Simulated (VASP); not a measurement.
The system is CdS (Hawleyite).

```
Cd S
1.0
     0.00000    2.91650    2.91650
     2.91650    0.00000    2.91650
     2.91650    2.91650    0.00000
Cd S
1 1
Direct
  0.00000 0.00000 0.00000
  0.75000 0.75000 0.75000
```

```yaml
Program: VASP 6.6.1
Task: relaxation of cell and atoms
Functional: PBE
Potentials_or_basis: VASP PAW PBE potentials, release 64 (Cd, S)
Cutoff: 600 eV
k_mesh: 8 × 8 × 8
Occupations: fermi-dirac, width 0.05 eV
Spin: no spin polarisation
```

At the start: pressure 3.2 GPa; volume 24.81 Å³/atom.

Task: Where does the relaxation end?

Result: Over 5 steps the energy falls by 12.6 meV/atom and the volume is 26.14 Å³/atom (+5.4 %); space group F-43m (No. 216, to 0.05 Å).

Step by step:
```tsv
step	energy change (eV)	largest force (eV/Å)	pressure (GPa)	volume (Å³)
1	0.0000	0.0000	3.18	49.62
2	-0.0226	0.0000	-0.91	53.23
3	-0.0253	0.0000	0.03	52.29
4	-0.0253	0.0000	-0.05	52.35
5	-0.0253	0.0000	-0.01	52.28
```

Final structure:
```yaml
crystal:
  lattice:
    - [0.00000, 2.96786, 2.96786]
    - [2.96786, 0.00000, 2.96786]
    - [2.96786, 2.96786, 0.00000]
  atoms:
    - { symbol: Cd, position: [0.00000, 0.00000, 0.00000] }
    - { symbol: S, position: [0.75000, 0.75000, 0.75000] }
```
